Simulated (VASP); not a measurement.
# Fe (P6_3/mmc) in VASP: notebook

Runs on Fe. Level: PBEsol. Tasks: single point.

Everything below comes from runs of VASP 6.6.1. Logs are shortened: lines on timing, memory, paths and dates and some standing lists are left out, and cuts for length are marked.

## Step 1: The cell of the first run

Symmetry: P6_3/mmc, No. 194, hexagonal system. The conventional cell has a = 2.404 Å, b = 2.404 Å, c = 3.805 Å, α = 90.00°, β = 90.00°, γ = 120.00°. Within 3.1 Å of Fe (site symmetry -6m2) lie 12 Fe at 2.35 to 2.40 Å.

## Step 2: Single point, PBEsol (volume scaled by 0.97, then relaxed in part)

INCAR reads:

```
SYSTEM = Fe
ALGO = Fast ; EDIFF = 1E-7
ENCUT = 520 ; GGA = PS
ISIF = 2 ; ISMEAR = 0
LASPH = .TRUE. ; LCHARG = .TRUE.
LELF = .TRUE. ; LREAL = .FALSE.
LVHAR = .TRUE. ; LWAVE = .FALSE.
NBANDS = 15 ; NELM = 80
PREC = Accurate ; SIGMA = 0.1
```

KPOINTS reads:

```
k-points
0
G
  18 18 12
  0 0 0
```

POSCAR reads:

```
Fe
1.0
    2.4037455715      0.0000000000      0.0000000000
   -1.2018727858      2.0817047291      0.0000000000
    0.0000000000      0.0000000000      3.8048832719
Fe
2
Direct
    0.3333333333      0.6666666667      0.2500000000
    0.6666666667      0.3333333333      0.7500000000
```

Potentials or basis: VASP PAW PBE potentials, release 64 (Fe).

Launch:

```console
cat potpaw_PBE.64/Fe/POTCAR > POTCAR
mpirun -np 1 vasp_std > vasp.out
```

OUTCAR:

```text
SYSTEM = Fe
   EDIFF = 1E-7
   ENCUT = 520
   GGA = PS
   ISIF = 2
   ISMEAR = 0
   LASPH = .TRUE.
   LREAL = .FALSE.
   NELM = 80
   PREC = Accurate

 ion  position               nearest neighbor table
   1  0.333  0.667  0.250-   2 2.35   2 2.35   2 2.35   2 2.35   2 2.35   2 2.35
   2  0.667  0.333  0.750-   1 2.35   1 2.35   1 2.35   1 2.35   1 2.35   1 2.35

  LATTYP: Found a hexagonal cell.
 ALAT       =     2.4037455715
 C/A-ratio  =     1.5828976731

  Lattice vectors:

 A1 = (   2.4037455715,   0.0000000000,   0.0000000000)
 A2 = (  -1.2018727858,   2.0817047291,   0.0000000000)
 A3 = (   0.0000000000,   0.0000000000,   3.8048832719)

Analysis of symmetry for initial positions (statically):
=====================================================================
 Subroutine PRICEL returns:
 Original cell was already a primitive cell.

 Routine SETGRP: Setting up the symmetry group for a
 hexagonal supercell.

 Subroutine GETGRP returns: Found 24 space group operations
 (whereof 12 operations were pure point group operations)
 out of a pool of 24 trial point group operations.

The static configuration has the point symmetry D_3d.
 The point group associated with its full space group is D_6h.

Analysis of symmetry for dynamics (positions and initial velocities):
=====================================================================
 Subroutine PRICEL returns:
 Original cell was already a primitive cell.

 Routine SETGRP: Setting up the symmetry group for a
 hexagonal supercell.

 Subroutine GETGRP returns: Found 24 space group operations
 (whereof 12 operations were pure point group operations)
 out of a pool of 24 trial point group operations.

The dynamic configuration has the point symmetry D_3d.
 The point group associated with its full space group is D_6h.

 Subroutine INISYM returns: Found 24 space group operations
 (whereof 12 operations are pure point group operations),
 and found     1 'primitive' translations

----------------------------------------------------------------------------------------

                                     Primitive cell

  volume of cell :      19.0392

  direct lattice vectors                    reciprocal lattice vectors
     2.403745572  0.000000000  0.000000000     0.416017407  0.240187762  0.000000000
    -1.201872786  2.081704729  0.000000000     0.000000000  0.480375524  0.000000000
     0.000000000  0.000000000  3.804883272     0.000000000  0.000000000  0.262820152

  length of vectors
     2.403745572  2.403745571  3.804883272     0.480375524  0.480375524  0.262820152

  position of ions in fractional coordinates (direct lattice)
     0.333333333  0.666666667  0.250000000
     0.666666667  0.333333333  0.750000000

  ion indices of the primitive-cell ions
   primitive index   ion index
                 1           1
                 2           2

----------------------------------------------------------------------------------------

 KPOINTS: k-points

Automatic generation of k-mesh.
 Grid dimensions read from file:
 generate k-points for:   18   18   12

 Generating k-lattice:

  Cartesian coordinates                     Fractional coordinates (reciprocal lattice)
     0.023112078  0.013343765  0.000000000     0.055555556  0.000000000  0.000000000
     0.000000000  0.026687529  0.000000000     0.000000000  0.055555556  0.000000000
     0.000000000  0.000000000  0.021901679     0.000000000  0.000000000  0.083333333

  Length of vectors
     0.026687529  0.026687529  0.021901679

  Shift w.r.t. Gamma in fractional coordinates (k-lattice)
     0.000000000  0.000000000  0.000000000

 Subroutine IBZKPT returns following result:
 ===========================================

 Found    259 irreducible k-points:

 Following reciprocal coordinates:
            Coordinates               Weight
  0.000000  0.000000  0.000000      1.000000
  0.055556  0.000000  0.000000      6.000000
  0.111111  0.000000  0.000000      6.000000
  0.166667 -0.000000  0.000000      6.000000
  0.222222 -0.000000  0.000000      6.000000
  0.277778  0.000000  0.000000      6.000000
[... 16 lines left out ...]
  0.333333  0.111111  0.000000     12.000000
  0.388889  0.111111  0.000000     12.000000
 [... further k-points ...]
   k-points           NKPTS =    259   k-points in BZ     NKDIM =    259   number of bands    NBANDS=     15
   number of dos      NEDOS =    301   number of ions     NIONS =      2
   total plane-waves  NPLWV =   9072
   dimension x,y,z NGX =    18 NGY =   18 NGZ =   28
   dimension x,y,z NGXF=    36 NGYF=   36 NGZF=   56
   ions per type =               2
   NGX,Y,Z   is equivalent  to a cutoff of  12.45, 12.45, 12.23 a.u.
   NGXF,Y,Z  is equivalent  to a cutoff of  24.90, 24.90, 24.47 a.u.
 SYSTEM =  Fe
   PREC   = accura    normal or accurate (medium, high low for compatibility)
   ISTART =      0    job   : 0-new  1-cont  2-samecut
   ICHARG =      2    charge: 1-file 2-atom 10-const
   ISPIN  =      1    spin polarized calculation?
   LNONCOLLINEAR =      F non collinear calculations
   LSORBIT =      F    spin-orbit coupling
   LASPH  =      T    aspherical Exc in radial PAW
   ENCUT  =  520.0 eV  38.22 Ry    6.18 a.u.   4.47  4.47  7.07*2*pi/ulx,y,z
   NELM   =     80;   NELMIN=  2; NELMDL= -5     # of ELM steps
   EDIFF  = 0.1E-06   stopping-criterion for ELM
   LREAL  =      F    real-space projection
   EDIFFG = 0.1E-05   stopping-criterion for IOM
   NSW    =      0    number of steps for IOM
   IBRION =     -1    ionic relax: 0-MD 1-quasi-New 2-CG
   NFREE  =      0    steps in history (QN), initial steepest desc. (CG)
   ISIF   =      2    stress and relaxation
   ISYM   =      2    0-nonsym 1-usesym 2-fastsym
   POTIM  = 0.5000    time-step for ionic-motion
   TEBEG  =    0.0;   TEEND  =   0.0 temperature during run
   PSTRESS=    0.0 pullay stress
   NELECT =      16.0000    total number of electrons
   NUPDOWN=      -1.0000    fix difference up-down
   EMIN   =  10.00;   EMAX   =-10.00  energy-range for DOS
   EFERMI =   0.00;   METHOD = LEGACY
   ISMEAR =     0;   SIGMA  =   0.10  broadening in eV -4-tet -1-fermi 0-gaus
   EFERMI_NEDOS =   21; number of points for ismear=-14 and -15
   IALGO  =     68    algorithm
   IMIX   =      4    mixing-type and parameters
     AMIX     =   0.40;   BMIX     =  1.00
     AMIX_MAG =   1.60;   BMIX_MAG =  1.00
  volume/ion in A,a.u.               =       9.52        64.24
  Fermi-wavevector in a.u.,A,eV,Ry     =   1.544893  2.919425 32.472963  2.386695
  Thomas-Fermi vector in A             =   2.650349
   LORBIT       =      0    0 simple, 1 ext, 2 COOP (PROOUT), +10 PAW based schemes
   GGA     = PS    functional components
   LHFCALC =     F    Hartree Fock is set to
   AEXX    =    0.0000 exact exchange contribution
   IVDW    =     0    specifies the selected vdW correction
   LEPSILON=     F    determine dielectric tensor
   LRPA    =     F    only Hartree local field effects (RPA)
 non-spin polarized calculation
 RMM-DIIS sequential band-by-band and
 Gauss-broadening in eV      SIGMA  =   0.10
  energy-cutoff  :      520.00
  volume of cell :       19.04
 maximum number of plane-waves:       537
 NGX is ok and might be reduce to    18
   NGX =  9   NGY =  9   NGZ = 15

 number of electron      15.9999993 magnetization

 Free energy of the ion-electron system (eV)
  ---------------------------------------------------
  ext. energy  EPLUGINS =         0.00000000
  ---------------------------------------------------
  free energy    TOTEN  =       -17.85882852 eV

  energy without entropy =      -17.84653192  energy(sigma->0) =      -17.85268022

 E-fermi :   7.5281     XC(G=0): -14.3561

 val. band max:        7.5271907540   @ k =   0.2778   0.1667   0.1667
 cond. band min:       7.5293079515   @ k =   0.3889  -0.0000   0.3333
 fundamental gap:      0.0021171975
 Fermi energy:         7.5281379621

 k-point     1 :       0.0000    0.0000    0.0000
  band No.  band energies     occupation
      1      -1.8158      2.00000
      2       2.1549      2.00000
      3       5.7042      2.00000
      4       5.7042      2.00000
      5       5.8387      2.00000
      6       6.2228      2.00000
      7       6.2228      2.00000
      8       6.6117      2.00000
      9       6.6117      2.00000
     10       8.0625      0.00000
     11       8.3284      0.00000
     12       8.3284      0.00000
     13      16.9880      0.00000
     14      29.9986      0.00000
     15      33.8797      0.00000

 k-point     2 :       0.0556    0.0000    0.0000
  band No.  band energies     occupation
      1      -1.6939      2.00000
      2       2.2362      2.00000
      3       5.5139      2.00000
      4       5.7759      2.00000
      5       6.0005      2.00000
      6       6.1858      2.00000
      7       6.2857      2.00000
      8       6.5231      2.00000
      9       6.5613      2.00000
     10       7.2357      1.99996
     11       8.3531      0.00000
     12       9.3078      0.00000
     13      16.9915      0.00000
     14      29.6080      0.00000
     15      32.5751      0.00000

 k-point     3 :       0.1111    0.0000    0.0000
  band No.  band energies     occupation
      1      -1.3354      2.00000
      2       2.4626      2.00000
      3       5.2294      2.00000
      4       5.9859      2.00000
      5       6.0332      2.00000
      6       6.0558      2.00000
      7       6.2509      2.00000
      8       6.4249      2.00000
      9       6.4690      2.00000
     10       6.7252      2.00000
     11       8.4160      0.00000
     12      10.5040      0.00000
     13      17.0052      0.00000
     14      28.1293      0.00000
     15      31.3134      0.00000
[... 343 lines left out ...]
 k-point    23 :       0.3333    0.1111    0.0000
  band No.  band energies     occupation
      1       2.4759      2.00000
      2       3.0598      2.00000
      3       3.2312      2.00000
      4       4.5929      2.00000
      5       5.3482      2.00000
      6       5.9552      2.00000
      7       6.1900      2.00000
      8       7.9066      0.00000
      9       8.3025      0.00000
     10       8.6380      0.00000
     11       9.3863      0.00000
     12      15.6338      0.00000
     13      17.8195      0.00000
     14      19.5874      0.00000
     15      22.3502      0.00000

 k-point    24 :       0.3889    0.1111    0.0000
  band No.  band energies     occupation
      1       2.7351      2.00000
      2       2.9551      2.00000
      3       3.0512      2.00000
      4       4.8717      2.00000
      5       5.3132      2.00000
      6       5.8299      2.00000
      7       6.3430      2.00000
      8       8.2835      0.00000
      9       8.4947      0.00000
     10       8.6499      0.00000
     11      10.2760      0.00000
     12      14.0120      0.00000
     13      19.1686      0.00000
     14      20.1155      0.00000
     15      21.7735      0.00000

 [... further k-points ...]
[... 5 lines left out ...]
  --------------------------------------------------------------------------------------
  -------------------------------------------------------------------------------------
  Total        1.2114926      1.2114926      1.1932535     -0.0000000     -0.0000000      0.0000000
  in kB      101.9488615    101.9488615    100.4140164     -0.0000000     -0.0000000      0.0000000
  external PRESSURE =     101.4372465 kB  Pullay stress =       0.0000000 kB

 VOLUME and BASIS-vectors are now :
 -----------------------------------------------------------------------------
  energy-cutoff  :      520.00
  volume of cell :       19.04
      direct lattice vectors                 reciprocal lattice vectors
     2.403745572  0.000000000  0.000000000     0.416017407  0.240187762  0.000000000
    -1.201872786  2.081704729  0.000000000     0.000000000  0.480375524  0.000000000
     0.000000000  0.000000000  3.804883272     0.000000000  0.000000000  0.262820152

 POSITION                                       TOTAL-FORCE (eV/Angst)
 -----------------------------------------------------------------------------------
     -0.00000      1.38780      0.95122        -0.000000      0.000000      0.000000
      1.20187      0.69390      2.85366         0.000000      0.000000      0.000000
 -----------------------------------------------------------------------------------
    total drift:                                0.000000     -0.000000     -0.000000

  FREE ENERGIE OF THE ION-ELECTRON SYSTEM (eV)
  ---------------------------------------------------
  free  energy   TOTEN  =       -17.8588285188 eV

  energy  without entropy=      -17.8465319232  energy(sigma->0) =      -17.85268022
```

Run time: 31 s. Hardware: 1 thread of Intel Xeon 6975P-C (Granite Rapids), shared host; peak memory 0.17 GiB.

Results:

- Free energy: -17.8588 eV
- Pressure: 10.1 GPa
- Band gap on the k mesh: zero (band 8 reaches 8.56 eV, above the bottom of band 9 at 6.42 eV)

Caveat: the PAW data sets were made with another functional, which shifts forces and pressure a little; the run has no spin polarisation, though such a crystal can be magnetic. Spin polarisation is off, so any magnetic state and its effect on volume and gap are missing.

[end of part 1 of 2]
